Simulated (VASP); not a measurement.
Set up this calculation in VASP 6.6.1, as the native input.

| Property | Result |
| --- | --- |
| Task | single point |
| Functional | PBE |
| Potentials or basis | VASP PAW PBE potentials, release 64 (Zn, S) |
| Cutoff | 520 eV |
| k mesh | 4 × 4 × 4 |
| Occupations | gaussian, width 0.1 eV |
| Spin | no spin polarisation |
| Dipole correction | no |
| Further INCAR settings | ALGO = Normal; EDIFF = 1e-06; NBANDS = 23 |

The structure of ZnS3 lies in POSCAR:

```
ZnS3
1.0
    0.0000000000      3.1707717589      3.1707717589
    3.1707717589      0.0000000000      3.1707717589
    3.1707717589      3.1707717589      0.0000000000
Zn S
1 3
Direct
    0.0000000000      0.0000000000      0.0000000000
    0.5000000000      0.5000000000      0.5000000000
    0.2500000000      0.2500000000      0.2500000000
    0.7500000000      0.7500000000      0.7500000000
```

One way to write it, as run:

INCAR

```
SYSTEM = ZnS3
PREC = Accurate ; ENCUT = 520
EDIFF = 1E-6 ; ISMEAR = 0
SIGMA = 0.1 ; LREAL = .FALSE.
LASPH = .TRUE. ; NELM = 60
ALGO = Normal ; ISIF = 2
LWAVE = .FALSE. ; LCHARG = .TRUE.
GGA = PE ; LELF = .TRUE.
LVHAR = .TRUE. ; NBANDS = 23
```

KPOINTS

```
regular mesh
0
G
  4 4 4
  0 0 0
```

Potentials or basis: VASP PAW PBE potentials, release 64 (Zn, S).

Run with:

```sh
$ cat potpaw_PBE.64/Zn/POTCAR potpaw_PBE.64/S/POTCAR > POTCAR
$ mpirun -np 1 vasp_std > vasp.out
```

It gave:

```json
{"Pressure": "-0.1 GPa", "Band gap on the k mesh": "zero (band 15 reaches 6.37 eV, above the bottom of band 16 at 5.39 eV)"}
```

Caveat: the k points lie up to 0.43 Å⁻¹ apart.

Run time: 20 s on 1 thread of Intel Xeon 8259CL (shared host), peak memory 0.2 GiB.
